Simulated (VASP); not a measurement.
# SrO (P6_3mc) in VASP: further runs

SrO is run at these levels: PBE; tasks: single point.

Program: VASP 6.6.1. These are calculated values, not measurements. Logs are shortened: lines on timing, memory, paths and dates and some standing lists are left out, and cuts for length are marked.

**1. The cell of the first run**

Symmetry: P6_3mc, No. 186, hexagonal system. The conventional cell has a = 4.513 Å, b = 4.513 Å, c = 4.626 Å, α = 90.00°, β = 90.00°, γ = 120.00°. Sr (site symmetry 3m) has 5 O at 2.31 to 2.61 Å within 3.0 Å. Within 3.0 Å of O (site symmetry 3m) lie 5 Sr at 2.31 to 2.61 Å.

**2. Single point, PBE**

File INCAR:

```
PREC = Accurate
ENCUT = 600
EDIFF = 1E-6
ISMEAR = 0
SIGMA = 0.05
LREAL = False
LASPH = True
NELM = 120
ALGO = Normal
ISIF = 2
LWAVE = False
LCHARG = False
GGA = PE
NBANDS = 24
GGA_COMPAT = False
```

File KPOINTS:

```
Automatic mesh
0
Gamma
  9 9 6
```

File POSCAR:

```
SrO
1.0
    4.5134694670      0.0000000000      0.0000000000
   -2.2567347335      3.9087792176      0.0000000000
    0.0000000000      0.0000000000      4.6262036132
Sr O
2 2
Direct
    0.3333333333      0.6666666667      0.9381277000
    0.6666666667      0.3333333333      0.4381277000
    0.3333333333      0.6666666667      0.4368723000
    0.6666666667      0.3333333333      0.9368723000
```

Potentials or basis: VASP PAW PBE potentials, release 64 (Sr_sv, O).

Command:

```
cat potpaw_PBE.64/Sr_sv/POTCAR potpaw_PBE.64/O/POTCAR > POTCAR
mpirun -np 1 vasp_std > vasp.out
```

OUTCAR:

```text
PREC = Accurate
   ENCUT = 600
   EDIFF = 1E-6
   ISMEAR = 0
   LREAL = False
   LASPH = True
   NELM = 120
   ISIF = 2
   GGA = PE

 ion  position               nearest neighbor table
   1  0.333  0.667  0.938-   3 2.31   3 2.32   4 2.61   4 2.61   4 2.61   2 3.48   2 3.48   2 3.48
                             2 3.48   2 3.48   2 3.48
   2  0.667  0.333  0.438-   4 2.31   4 2.32   3 2.61   3 2.61   3 2.61   1 3.48   1 3.48   1 3.48
                             1 3.48   1 3.48   1 3.48
   3  0.333  0.667  0.437-   1 2.31   1 2.32   2 2.61   2 2.61   2 2.61
   4  0.667  0.333  0.937-   2 2.31   2 2.32   1 2.61   1 2.61   1 2.61

  LATTYP: Found a hexagonal cell.
 ALAT       =     4.5134694670
 C/A-ratio  =     1.0249772702

  Lattice vectors:

 A1 = (   4.5134694670,   0.0000000000,   0.0000000000)
 A2 = (  -2.2567347335,   3.9087792176,   0.0000000000)
 A3 = (   0.0000000000,   0.0000000000,   4.6262036132)

Analysis of symmetry for initial positions (statically):
=====================================================================
 Subroutine PRICEL returns:
 Original cell was already a primitive cell.

 Routine SETGRP: Setting up the symmetry group for a
 hexagonal supercell.

 Subroutine GETGRP returns: Found 12 space group operations
 (whereof  6 operations were pure point group operations)
 out of a pool of 24 trial point group operations.

The static configuration has the point symmetry C_3v.
 The point group associated with its full space group is C_6v.

Analysis of symmetry for dynamics (positions and initial velocities):
=====================================================================
 Subroutine PRICEL returns:
 Original cell was already a primitive cell.

 Routine SETGRP: Setting up the symmetry group for a
 hexagonal supercell.

 Subroutine GETGRP returns: Found 12 space group operations
 (whereof  6 operations were pure point group operations)
 out of a pool of 24 trial point group operations.

The dynamic configuration has the point symmetry C_3v.
 The point group associated with its full space group is C_6v.

 Subroutine INISYM returns: Found 12 space group operations
 (whereof  6 operations are pure point group operations),
 and found     1 'primitive' translations

----------------------------------------------------------------------------------------

                                     Primitive cell

  volume of cell :      81.6162

  direct lattice vectors                    reciprocal lattice vectors
     4.513469467  0.000000000  0.000000000     0.221559048  0.127917176  0.000000000
    -2.256734734  3.908779218  0.000000000     0.000000000  0.255834352  0.000000000
     0.000000000  0.000000000  4.626203613     0.000000000  0.000000000  0.216159963

  length of vectors
     4.513469467  4.513469467  4.626203613     0.255834352  0.255834352  0.216159963

  position of ions in fractional coordinates (direct lattice)
     0.333333333  0.666666667  0.938127700
     0.666666667  0.333333333  0.438127700
     0.333333333  0.666666667  0.436872300
     0.666666667  0.333333333  0.936872300

  ion indices of the primitive-cell ions
   primitive index   ion index
                 1           1
                 2           2
                 3           3
                 4           4

----------------------------------------------------------------------------------------

 KPOINTS: Automatic mesh

Automatic generation of k-mesh.
 Grid dimensions read from file:
 generate k-points for:    9    9    6

 Generating k-lattice:

  Cartesian coordinates                     Fractional coordinates (reciprocal lattice)
     0.024617672  0.014213020  0.000000000     0.111111111  0.000000000  0.000000000
     0.000000000  0.028426039  0.000000000     0.000000000  0.111111111  0.000000000
     0.000000000  0.000000000  0.036026660     0.000000000  0.000000000  0.166666667

  Length of vectors
     0.028426039  0.028426039  0.036026660

  Shift w.r.t. Gamma in fractional coordinates (k-lattice)
     0.000000000  0.000000000  0.000000000

 Subroutine IBZKPT returns following result:
 ===========================================

 Found     48 irreducible k-points:

 Following reciprocal coordinates:
            Coordinates               Weight
  0.000000  0.000000  0.000000      1.000000
  0.111111 -0.000000  0.000000      6.000000
  0.222222 -0.000000  0.000000      6.000000
  0.333333 -0.000000  0.000000      6.000000
  0.444444 -0.000000  0.000000      6.000000
  0.111111  0.111111  0.000000      6.000000
[... 16 lines left out ...]
  0.333333  0.222222  0.166667     24.000000
  0.333333  0.333333  0.166667      4.000000
 [... further k-points ...]
   k-points           NKPTS =     48   k-points in BZ     NKDIM =     48   number of bands    NBANDS=     24
   number of dos      NEDOS =    301   number of ions     NIONS =      4
   total plane-waves  NPLWV =  51840
   dimension x,y,z NGX =    36 NGY =   36 NGZ =   40
   dimension x,y,z NGXF=    72 NGYF=   72 NGZF=   80
   ions per type =               2   2
   NGX,Y,Z   is equivalent  to a cutoff of  13.26, 13.26, 14.37 a.u.
   NGXF,Y,Z  is equivalent  to a cutoff of  26.52, 26.52, 28.75 a.u.
 SYSTEM =  unknown system
   PREC   = accura    normal or accurate (medium, high low for compatibility)
   ISTART =      0    job   : 0-new  1-cont  2-samecut
   ICHARG =      2    charge: 1-file 2-atom 10-const
   ISPIN  =      1    spin polarized calculation?
   LNONCOLLINEAR =      F non collinear calculations
   LSORBIT =      F    spin-orbit coupling
   LASPH  =      T    aspherical Exc in radial PAW
   ENCUT  =  600.0 eV  44.10 Ry    6.64 a.u.   9.01  9.01  9.24*2*pi/ulx,y,z
   NELM   =    120;   NELMIN=  2; NELMDL= -5     # of ELM steps
   EDIFF  = 0.1E-05   stopping-criterion for ELM
   LREAL  =      F    real-space projection
   EDIFFG = 0.1E-04   stopping-criterion for IOM
   NSW    =      0    number of steps for IOM
   IBRION =     -1    ionic relax: 0-MD 1-quasi-New 2-CG
   NFREE  =      0    steps in history (QN), initial steepest desc. (CG)
   ISIF   =      2    stress and relaxation
   ISYM   =      2    0-nonsym 1-usesym 2-fastsym
   POTIM  = 0.5000    time-step for ionic-motion
   TEBEG  =    0.0;   TEEND  =   0.0 temperature during run
   PSTRESS=    0.0 pullay stress
   NELECT =      32.0000    total number of electrons
   NUPDOWN=      -1.0000    fix difference up-down
   EMIN   =  10.00;   EMAX   =-10.00  energy-range for DOS
   EFERMI =   0.00;   METHOD = LEGACY
   ISMEAR =     0;   SIGMA  =   0.05  broadening in eV -4-tet -1-fermi 0-gaus
   EFERMI_NEDOS =   21; number of points for ismear=-14 and -15
   IALGO  =     38    algorithm
   IMIX   =      4    mixing-type and parameters
     AMIX     =   0.40;   BMIX     =  1.00
     AMIX_MAG =   1.60;   BMIX_MAG =  1.00
  volume/ion in A,a.u.               =      20.40       137.69
  Fermi-wavevector in a.u.,A,eV,Ry     =   1.198209  2.264287 19.533960  1.435706
  Thomas-Fermi vector in A             =   2.334104
   LORBIT       =      0    0 simple, 1 ext, 2 COOP (PROOUT), +10 PAW based schemes
   GGA     = PE    functional components
   LHFCALC =     F    Hartree Fock is set to
   AEXX    =    0.0000 exact exchange contribution
   IVDW    =     0    specifies the selected vdW correction
   LEPSILON=     F    determine dielectric tensor
   LRPA    =     F    only Hartree local field effects (RPA)
 non-spin polarized calculation
 Gauss-broadening in eV      SIGMA  =   0.05
  energy-cutoff  :      600.00
  volume of cell :       81.62
 maximum number of plane-waves:      2754
 NGX is ok and might be reduce to    36

 number of electron      32.0000011 magnetization

 Free energy of the ion-electron system (eV)
  ---------------------------------------------------
  ext. energy  EPLUGINS =         0.00000000
  ---------------------------------------------------
  free energy    TOTEN  =       -23.24981891 eV

  energy without entropy =      -23.24981891  energy(sigma->0) =      -23.24981891

 E-fermi :   1.5796     XC(G=0):  -8.8528

 val. band max:        1.3777615610   @ k =   0.0000   0.0000   0.0000
 cond. band min:       3.1001989563   @ k =   0.0000   0.0000   0.0000
 fundamental gap:      1.7224373953
 Fermi energy:         1.5795515220

 k-point     1 :       0.0000    0.0000    0.0000
  band No.  band energies     occupation
      1     -31.5225      2.00000
      2     -31.3002      2.00000
      3     -14.3624      2.00000
      4     -14.3083      2.00000
      5     -14.0782      2.00000
      6     -13.8178      2.00000
[... 16 lines left out ...]
     23       9.6821      0.00000
     24       9.6821      0.00000

 k-point     2 :       0.1111   -0.0000    0.0000
  band No.  band energies     occupation
      1     -31.5157      2.00000
      2     -31.3053      2.00000
      3     -14.5182      2.00000
      4     -14.4195      2.00000
      5     -14.0576      2.00000
      6     -13.8342      2.00000
[... 16 lines left out ...]
     23       9.0584      0.00000
     24       9.9289      0.00000

 k-point     3 :       0.2222   -0.0000    0.0000
  band No.  band energies     occupation
      1     -31.4967      2.00000
      2     -31.3199      2.00000
      3     -14.7592      2.00000
      4     -14.6350      2.00000
      5     -13.9943      2.00000
      6     -13.8730      2.00000
[... 16 lines left out ...]
     23       9.3434      0.00000
     24      10.0084      0.00000
[... 514 lines left out ...]
 k-point    23 :       0.3333    0.2222    0.1667
  band No.  band energies     occupation
      1     -31.4233      2.00000
      2     -31.3794      2.00000
      3     -15.4139      2.00000
      4     -15.3552      2.00000
      5     -13.9715      2.00000
      6     -13.5081      2.00000
[... 16 lines left out ...]
     23       8.9912      0.00000
     24       9.8955      0.00000

 k-point    24 :       0.3333    0.3333    0.1667
  band No.  band energies     occupation
      1     -31.4009      2.00000
      2     -31.4009      2.00000
      3     -15.4016      2.00000
      4     -15.4016      2.00000
      5     -13.9967      2.00000
      6     -13.4186      2.00000
[... 16 lines left out ...]
     23       9.0589      0.00000
     24      10.0992      0.00000

 [... further k-points ...]
[... 5 lines left out ...]
  --------------------------------------------------------------------------------------
  -------------------------------------------------------------------------------------
  Total       -0.8743411     -0.8743411     12.8032341     -0.0000000      0.0000000      0.0000000
  in kB      -17.1638644    -17.1638644    251.3355243     -0.0000000      0.0000000      0.0000000
  external PRESSURE =      72.3359318 kB  Pullay stress =       0.0000000 kB

 VOLUME and BASIS-vectors are now :
 -----------------------------------------------------------------------------
  energy-cutoff  :      600.00
  volume of cell :       81.62
      direct lattice vectors                 reciprocal lattice vectors
     4.513469467  0.000000000  0.000000000     0.221559048  0.127917176  0.000000000
    -2.256734734  3.908779218  0.000000000     0.000000000  0.255834352  0.000000000
     0.000000000  0.000000000  4.626203613     0.000000000  0.000000000  0.216159963

 POSITION                                       TOTAL-FORCE (eV/Angst)
 -----------------------------------------------------------------------------------
     -0.00000      2.60585      4.33997        -0.000000      0.000000     -0.066125
      2.25673      1.30293      2.02687         0.000000     -0.000000     -0.066125
     -0.00000      2.60585      2.02106         0.000000     -0.000000      0.066125
      2.25673      1.30293      4.33416        -0.000000      0.000000      0.066125
 -----------------------------------------------------------------------------------
    total drift:                               -0.000000      0.000000      0.000265

  FREE ENERGIE OF THE ION-ELECTRON SYSTEM (eV)
  ---------------------------------------------------
  free  energy   TOTEN  =       -23.2498189092 eV

  energy  without entropy=      -23.2498189092  energy(sigma->0) =      -23.24981891
```

Run time: 3 min. Hardware: 1 thread of AMD EPYC 7R13 (Zen 3), shared host; peak memory 0.24 GiB.

What came out:

```yaml
Free_energy: -23.2498 eV
Pressure: 7.2 GPa
Largest_force: 0.066 eV/Å
Band_gap_on_the_k_mesh: 1.72 eV, direct
```

Forces in eV/Å, atoms in the order of the input:
```
Sr   0.000  0.000 -0.066
Sr   0.000  0.000 -0.066
O    0.000  0.000  0.066
O    0.000  0.000  0.066
```

**3. Single point, PBE**

This run uses another cell than the first one, of the same volume but with other edges.

File INCAR:

```
SYSTEM = SrO
  PREC = Accurate
  ENCUT = 600
  EDIFF = 1E-6
  ISMEAR = 0
  SIGMA = 0.05
  LREAL = .FALSE.
  LASPH = .TRUE.
  NELM = 120
  ALGO = Normal
  ISIF = 2
  LWAVE = .FALSE.
  LCHARG = .FALSE.
  GGA = PE
  NBANDS = 24
  GGA_COMPAT = .FALSE.
```

File KPOINTS:

```
regular mesh
0
G
  9 9 6
  0 0 0
```

File POSCAR:

```
SrO
1.0
    4.0233677962      0.0000000000      0.0000000000
   -2.0116838981      3.4843387203      0.0000000000
    0.0000000000      0.0000000000      5.8219207631
Sr O
2 2
Direct
    0.3333333333      0.6666666667      0.9381277000
    0.6666666667      0.3333333333      0.4381277000
    0.3333333333      0.6666666667      0.4368723000
    0.6666666667      0.3333333333      0.9368723000
```

Potentials or basis: VASP PAW PBE potentials, release 64 (Sr_sv, O).

Command:

```
cat potpaw_PBE.64/Sr_sv/POTCAR potpaw_PBE.64/O/POTCAR > POTCAR
mpirun -np 1 vasp_std > vasp.out
```

It took 2 min on 1 thread of AMD EPYC 7R13 (Zen 3), shared host; peak memory 0.24 GiB.

Results (log left out):

| Quantity | Value |
| --- | --- |
| Free energy | -23.3998 eV |
| Pressure | 5.3 GPa |
| Largest force | 0.015 eV/Å |
| Band gap on the k mesh | 2.33 eV, indirect (least direct gap 2.78 eV) |

Forces in eV/Å, atoms in the order of the input:
```
Sr   0.000  0.000  0.015
Sr   0.000  0.000  0.015
O    0.000  0.000 -0.015
O    0.000  0.000 -0.015
```

Stress tensor (GPa, compression positive):
```
10.60  0.00  0.00
 0.00 10.60  0.00
 0.00  0.00 -5.25
```

Levels at points of the mesh, in eV from the valence-band top:
| k point | band 12 | band 13 | band 14 | band 15 | band 16 | band 17 | band 18 | band 19 | band 20 | band 21 |
| --- | --- | --- | --- | --- | --- | --- | --- | --- | --- | --- |
| (0.00, 0.00, 0.00) | -1.38 | -1.24 | -1.24 | -1.01 | -0.45 | 2.33 | 6.56 | 6.56 | 6.63 | 6.64 |
| (0.00, 0.00, 0.50) | -1.34 | -1.34 | -1.34 | -1.27 | -1.27 | 4.32 | 4.32 | 7.80 | 7.80 | 7.80 |

 A k mesh can miss the band edges.
